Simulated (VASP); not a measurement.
# CoO (R-3m) in VASP: notebook

CoO is run at these levels: LDA, PBE; tasks: single point.

Everything below comes from runs of VASP 6.6.1. Logs are shortened: lines on timing, memory, paths and dates and some standing lists are left out, and cuts for length are marked.

## Step 1: The cell of the first run

Symmetry: R-3m, No. 166, trigonal system. The conventional cell has a = 2.990 Å, b = 2.990 Å, c = 6.510 Å, α = 90.00°, β = 90.00°, γ = 120.00°. Co (site symmetry -3m) has 6 O at 2.04 Å within 2.7 Å. Within 2.7 Å of O (site symmetry -3m) lie 6 Co at 2.04 Å.

## Step 2: Single point, LDA, collinear spin, ferromagnetic start

File INCAR:

```
ALGO = Normal ; EDIFF = 1E-6
ENCUT = 520 ; ISIF = 2
ISMEAR = -1 ; ISPIN = 2
LASPH = T ; LCHARG = F
LMAXMIX = 4 ; LORBIT = 11
LREAL = F ; LWAVE = F
MAGMOM = 2 0 ; NBANDS = 18
NELM = 150 ; PREC = Accurate
SIGMA = 0.05
```

File KPOINTS:

```
k-points
0
Gamma
  11 11 11
```

File POSCAR:

```
CoO
1.0
    1.4950628937      0.8631749641      2.1699075367
   -1.4950628937      0.8631749641      2.1699075367
    0.0000000000     -1.7263499283      2.1699075367
Co O
1 1
Direct
    0.0000000000      0.0000000000      0.0000000000
    0.5000000000      0.5000000000      0.5000000000
```

Potentials or basis: VASP PAW LDA potentials, release 64 (Co, O).

On the command line:

```
cat potpaw_LDA.64/Co/POTCAR potpaw_LDA.64/O/POTCAR > POTCAR
mpirun -np 1 vasp_std > vasp.out
```

OUTCAR:

```text
EDIFF = 1E-6
   ENCUT = 520
   ISIF = 2
   ISMEAR = -1
   ISPIN = 2
   LASPH = T
   LORBIT = 11
   LREAL = F
   NELM = 150
   PREC = Accurate

 ion  position               nearest neighbor table
   1  0.000  0.000  0.000-   2 2.04   2 2.04   2 2.04   2 2.04   2 2.04   2 2.04
   2  0.500  0.500  0.500-   1 2.04   1 2.04   1 2.04   1 2.04   1 2.04   1 2.04

  LATTYP: Found a trigonal (rhomboedric) cell.
 ALAT       =     2.7728654480
 COS(alpha) =     0.4185781764

  Lattice vectors:

 A1 = (   1.4950628937,   0.8631749641,   2.1699075367)
 A2 = (  -1.4950628937,   0.8631749641,   2.1699075367)
 A3 = (   0.0000000000,  -1.7263499283,   2.1699075367)

Analysis of symmetry for initial positions (statically):
=====================================================================
 Subroutine PRICEL returns:
 Original cell was already a primitive cell.

 Routine SETGRP: Setting up the symmetry group for a
 trigonal (rhombohedral) supercell.

 Subroutine GETGRP returns: Found 12 space group operations
 (whereof 12 operations were pure point group operations)
 out of a pool of 12 trial point group operations.

The static configuration has the point symmetry D_3d.

Analysis of symmetry for dynamics (positions and initial velocities):
=====================================================================
 Subroutine PRICEL returns:
 Original cell was already a primitive cell.

 Routine SETGRP: Setting up the symmetry group for a
 trigonal (rhombohedral) supercell.

 Subroutine GETGRP returns: Found 12 space group operations
 (whereof 12 operations were pure point group operations)
 out of a pool of 12 trial point group operations.

The dynamic configuration has the point symmetry D_3d.

Analysis of structural, dynamic, and magnetic symmetry:
=====================================================================
 Subroutine PRICEL returns:
 Original cell was already a primitive cell.

 Routine SETGRP: Setting up the symmetry group for a
 trigonal (rhombohedral) supercell.

 Subroutine GETGRP returns: Found 12 space group operations
 (whereof 12 operations were pure point group operations)
 out of a pool of 12 trial point group operations.

The overall configuration has the point symmetry D_3d.

 Subroutine INISYM returns: Found 12 space group operations
 (whereof 12 operations are pure point group operations),
 and found     1 'primitive' translations

----------------------------------------------------------------------------------------

                                     Primitive cell

  volume of cell :      16.8016

  direct lattice vectors                    reciprocal lattice vectors
     1.495062894  0.863174964  2.169907537     0.334434091  0.193085613  0.153616377
    -1.495062894  0.863174964  2.169907537    -0.334434091  0.193085613  0.153616377
     0.000000000 -1.726349928  2.169907537     0.000000000 -0.386171225  0.153616377

  length of vectors
     2.772865448  2.772865448  2.772865448     0.415603424  0.415603424  0.415603424

  position of ions in fractional coordinates (direct lattice)
     0.000000000  0.000000000  0.000000000
     0.500000000  0.500000000  0.500000000

  ion indices of the primitive-cell ions
   primitive index   ion index
                 1           1
                 2           2

----------------------------------------------------------------------------------------

 KPOINTS: k-points

Automatic generation of k-mesh.
 Grid dimensions read from file:
 generate k-points for:   11   11   11

 Generating k-lattice:

  Cartesian coordinates                     Fractional coordinates (reciprocal lattice)
     0.030403099  0.017553238  0.013965125     0.090909091 -0.000000000  0.000000000
    -0.030403099  0.017553238  0.013965125    -0.000000000  0.090909091  0.000000000
     0.000000000 -0.035106475  0.013965125     0.000000000  0.000000000  0.090909091

  Length of vectors
     0.037782129  0.037782129  0.037782129

  Shift w.r.t. Gamma in fractional coordinates (k-lattice)
     0.000000000  0.000000000  0.000000000

 Subroutine IBZKPT returns following result:
 ===========================================

 Found    146 irreducible k-points:

 Following reciprocal coordinates:
            Coordinates               Weight
  0.000000  0.000000  0.000000      1.000000
  0.090909  0.000000  0.000000      6.000000
  0.181818  0.000000  0.000000      6.000000
  0.272727  0.000000  0.000000      6.000000
  0.363636 -0.000000  0.000000      6.000000
  0.454545 -0.000000  0.000000      6.000000
[... 16 lines left out ...]
 -0.272727  0.181818 -0.000000     12.000000
 -0.181818  0.181818  0.000000      6.000000
 [... further k-points ...]
   k-points           NKPTS =    146   k-points in BZ     NKDIM =    146   number of bands    NBANDS=     18
   number of dos      NEDOS =    301   number of ions     NIONS =      2
   total plane-waves  NPLWV =  13824
   dimension x,y,z NGX =    24 NGY =   24 NGZ =   24
   dimension x,y,z NGXF=    48 NGYF=   48 NGZF=   48
   ions per type =               1   1
   NGX,Y,Z   is equivalent  to a cutoff of  14.39, 14.39, 14.39 a.u.
   NGXF,Y,Z  is equivalent  to a cutoff of  28.78, 28.78, 28.78 a.u.
 SYSTEM =  unknown system
   PREC   = accura    normal or accurate (medium, high low for compatibility)
   ISTART =      0    job   : 0-new  1-cont  2-samecut
   ICHARG =      2    charge: 1-file 2-atom 10-const
   ISPIN  =      2    spin polarized calculation?
   LNONCOLLINEAR =      F non collinear calculations
   LSORBIT =      F    spin-orbit coupling
   LASPH  =      T    aspherical Exc in radial PAW
   ENCUT  =  520.0 eV  38.22 Ry    6.18 a.u.   5.16  5.16  5.16*2*pi/ulx,y,z
   NELM   =    150;   NELMIN=  2; NELMDL= -5     # of ELM steps
   EDIFF  = 0.1E-05   stopping-criterion for ELM
   LREAL  =      F    real-space projection
   EDIFFG = 0.1E-04   stopping-criterion for IOM
   NSW    =      0    number of steps for IOM
   IBRION =     -1    ionic relax: 0-MD 1-quasi-New 2-CG
   NFREE  =      0    steps in history (QN), initial steepest desc. (CG)
   ISIF   =      2    stress and relaxation
   ISYM   =      2    0-nonsym 1-usesym 2-fastsym
   POTIM  = 0.5000    time-step for ionic-motion
   TEBEG  =    0.0;   TEEND  =   0.0 temperature during run
   PSTRESS=    0.0 pullay stress
   NELECT =      15.0000    total number of electrons
   NUPDOWN=      -1.0000    fix difference up-down
   EMIN   =  10.00;   EMAX   =-10.00  energy-range for DOS
   EFERMI =   0.00;   METHOD = LEGACY
   ISMEAR =    -1;   SIGMA  =   0.05  broadening in eV -4-tet -1-fermi 0-gaus
   EFERMI_NEDOS =   21; number of points for ismear=-14 and -15
   IALGO  =     38    algorithm
   IMIX   =      4    mixing-type and parameters
     AMIX     =   0.40;   BMIX     =  1.00
     AMIX_MAG =   1.60;   BMIX_MAG =  1.00
  volume/ion in A,a.u.               =       8.40        56.69
  Fermi-wavevector in a.u.,A,eV,Ry     =   1.576358  2.978886 33.809200  2.484906
  Thomas-Fermi vector in A             =   2.677204
   LORBIT       =     11    0 simple, 1 ext, 2 COOP (PROOUT), +10 PAW based schemes
   GGA     = CA    functional components
   LHFCALC =     F    Hartree Fock is set to
   AEXX    =    0.0000 exact exchange contribution
   IVDW    =     0    specifies the selected vdW correction
   LEPSILON=     F    determine dielectric tensor
   LRPA    =     F    only Hartree local field effects (RPA)
 spin polarized calculation
  energy-cutoff  :      520.00
  volume of cell :       16.80
 maximum number of plane-waves:       483
 NGX is ok and might be reduce to    24
   NGX = 11   NGY = 11   NGZ = 11

 number of electron      14.9999999 magnetization       2.0225023

 Free energy of the ion-electron system (eV)
  ---------------------------------------------------
  ext. energy  EPLUGINS =         0.00000000
  ---------------------------------------------------
  free energy    TOTEN  =       -14.86156202 eV

  energy without entropy =      -14.83492130  energy(sigma->0) =      -14.84824166

 E-fermi :   9.6577     XC(G=0): -13.7130

 val. band max:        9.6535466778   @ k =  -0.2727   0.2727   0.0000
 cond. band min:       9.6586143520   @ k =   0.3636   0.2727   0.0000
 fundamental gap:      0.0050676742
 Fermi energy:         9.6577310019

 spin component 1

 k-point     1 :       0.0000    0.0000    0.0000
  band No.  band energies     occupation
      1     -11.7328      1.00000
      2       5.5508      1.00000
      3       5.5508      1.00000
      4       6.2734      1.00000
      5       6.4940      1.00000
      6       6.4940      1.00000
[... 10 lines left out ...]
     17      35.9939      0.00000
     18      36.6232      0.00000
[... 463 lines left out ...]
 k-point    24 :      -0.1818    0.1818    0.0000
  band No.  band energies     occupation
      1     -10.8252      1.00000
      2       2.0291      1.00000
      3       3.5903      1.00000
      4       3.8879      1.00000
      5       7.3126      1.00000
      6       7.4992      1.00000
[... 10 lines left out ...]
     17      37.5992      0.00000
     18      40.8621      0.00000

 [... further k-points ...]

 spin component 2

 k-point     1 :       0.0000    0.0000    0.0000
  band No.  band energies     occupation
      1     -11.4274      1.00000
      2       5.8776      1.00000
      3       5.8776      1.00000
      4       6.6424      1.00000
      5       7.8885      1.00000
      6       7.8885      1.00000
[... 10 lines left out ...]
     17      36.6315      0.00000
     18      37.2375      0.00000
[... 463 lines left out ...]
 k-point    24 :      -0.1818    0.1818    0.0000
  band No.  band energies     occupation
      1     -10.5112      1.00000
      2       2.4911      1.00000
      3       4.1527      1.00000
      4       4.6179      1.00000
      5       8.7466      1.00000
      6       9.1018      0.99999
[... 10 lines left out ...]
     17      37.9586      0.00000
     18      41.3375      0.00000

 [... further k-points ...]
[... 5 lines left out ...]
  --------------------------------------------------------------------------------------
  -------------------------------------------------------------------------------------
  Total       -0.1936312     -0.1936312     -0.1462133      0.0000000      0.0000000     -0.0000000
  in kB      -18.4643954    -18.4643954    -13.9426958      0.0000000      0.0000000     -0.0000000
  external PRESSURE =     -16.9571622 kB  Pullay stress =       0.0000000 kB

 VOLUME and BASIS-vectors are now :
 -----------------------------------------------------------------------------
  energy-cutoff  :      520.00
  volume of cell :       16.80
      direct lattice vectors                 reciprocal lattice vectors
     1.495062894  0.863174964  2.169907537     0.334434091  0.193085613  0.153616377
    -1.495062894  0.863174964  2.169907537    -0.334434091  0.193085613  0.153616377
     0.000000000 -1.726349928  2.169907537     0.000000000 -0.386171225  0.153616377

 POSITION                                       TOTAL-FORCE (eV/Angst)
 -----------------------------------------------------------------------------------
      0.00000      0.00000      0.00000        -0.000000      0.000000      0.000000
      0.00000     -0.00000      3.25486         0.000000     -0.000000      0.000000
 -----------------------------------------------------------------------------------
    total drift:                               -0.000000      0.000000     -0.000000

  FREE ENERGIE OF THE ION-ELECTRON SYSTEM (eV)
  ---------------------------------------------------
  free  energy   TOTEN  =       -14.8615620209 eV

  energy  without entropy=      -14.8349212984  energy(sigma->0) =      -14.84824166

 total charge

# of ion       s       p       d       tot
------------------------------------------
    1        0.337   0.452   7.344   8.133
    2        1.551   3.424   0.000   4.975
--------------------------------------------------
tot          1.888   3.877   7.344  13.108

 magnetization (x)

# of ion       s       p       d       tot
------------------------------------------
    1        0.017   0.016   1.781   1.815
    2        0.029   0.140   0.000   0.169
--------------------------------------------------
tot          0.046   0.157   1.781   1.984
```

It took 60 s on 1 thread of Intel Xeon 6975P-C, shared host; peak memory 0.19 GiB.

What came out:

```
Free energy                                           : -14.8616 eV
Pressure                                              : -1.7 GPa
Net moment                                            : 2.02 μB per cell
Site moments                                          : Co +1.81; O +0.17 μB
Valence electrons inside the program's atomic spheres : Co 8.13; O 4.97
```

Levels at points of the mesh, in eV from the Fermi level:
Spin up:
| k point | band 6 | band 7 | band 8 | band 9 | band 10 | band 11 | band 12 | band 13 |
| --- | --- | --- | --- | --- | --- | --- | --- | --- |
| (0.00, 0.00, 0.00) | -3.16 | -2.64 | -2.64 | -2.49 | 1.91 | 17.06 | 18.22 | 18.22 |
Spin down:
```tsv
k point	band 3	band 4	band 5	band 6	band 7	band 8	band 9	band 10
(0.00, 0.00, 0.00)	-3.78	-3.02	-1.77	-1.77	-1.11	-0.75	-0.75	2.32
```

Caveat: a cell with one magnetic atom can't hold antiferromagnetic order, which such compounds often take; semilocal functionals often make such compounds metallic where correlation or magnetic order opens a gap, which also shifts bond lengths.

## Step 3: Single point, PBE, collinear spin, ferromagnetic start

This run uses another cell than the first one, of 9.52 Å³/atom, 1.133 times its volume.

File INCAR:

```
SYSTEM = CoO
PREC = Accurate
ENCUT = 520
EDIFF = 1E-6
ISMEAR = -1
SIGMA = 0.05
LREAL = .False.
LASPH = .True.
NELM = 150
ALGO = Normal
ISIF = 2
LWAVE = .False.
LCHARG = .False.
ISPIN = 2
MAGMOM = 2 0
LORBIT = 11
LMAXMIX = 4
GGA = PE
NBANDS = 18
```

File KPOINTS:

```
regular mesh
0
Gamma
  11 11 11
  0 0 0
```

File POSCAR:

```
CoO
1.0
    1.5427919776      0.8907313636      2.3088404159
   -1.5427919776      0.8907313636      2.3088404159
    0.0000000000     -1.7814627272      2.3088404159
Co O
1 1
Direct
    0.0000000000      0.0000000000      0.0000000000
    0.5000000000      0.5000000000      0.5000000000
```

Potentials or basis: VASP PAW PBE potentials, release 64 (Co, O).

On the command line:

```
cat potpaw_PBE.64/Co/POTCAR potpaw_PBE.64/O/POTCAR > POTCAR
mpirun -np 1 vasp_std > vasp.out
```

It took 66 s on 1 thread of Intel Xeon 6975P-C, shared host; peak memory 0.21 GiB.

The run converged. Its results:

| Item | Value |
| --- | --- |
| Free energy | -13.0696 eV |
| Pressure | -0.6 GPa |
| Net moment | 2.86 μB per cell |
| Site moments | Co +2.52; O +0.29 μB |
| Valence electrons inside the program's atomic spheres | Co 7.82; O 4.98 |

Stress tensor (GPa, compression positive):
```
-0.70  0.00  0.00
 0.00 -0.70  0.00
 0.00  0.00 -0.48
```

Levels at points of the mesh, in eV from the Fermi level:
Spin up:
| k point | band 6 | band 7 | band 8 | band 9 | band 10 | band 11 | band 12 | band 13 |
| --- | --- | --- | --- | --- | --- | --- | --- | --- |
| (0.00, 0.00, 0.00) | -3.12 | -3.12 | -2.78 | -2.78 | 1.11 | 16.84 | 17.54 | 17.54 |
Spin down:
| k point | band 2 | band 3 | band 4 | band 5 | band 6 | band 7 | band 8 | band 9 | band 10 | band 11 |
| --- | --- | --- | --- | --- | --- | --- | --- | --- | --- | --- |
| (0.00, 0.00, 0.00) | -2.76 | -2.76 | -2.20 | -1.25 | -1.25 | -0.96 | 0.07 | 0.07 | 1.67 | 16.77 |

Caveat: a cell with one magnetic atom can't hold antiferromagnetic order, which such compounds often take; semilocal functionals often make such compounds metallic where correlation or magnetic order opens a gap, which also shifts bond lengths. With open d or f shells a metallic result of PBE can be an artefact of self-interaction; +U or a hybrid may open a gap.
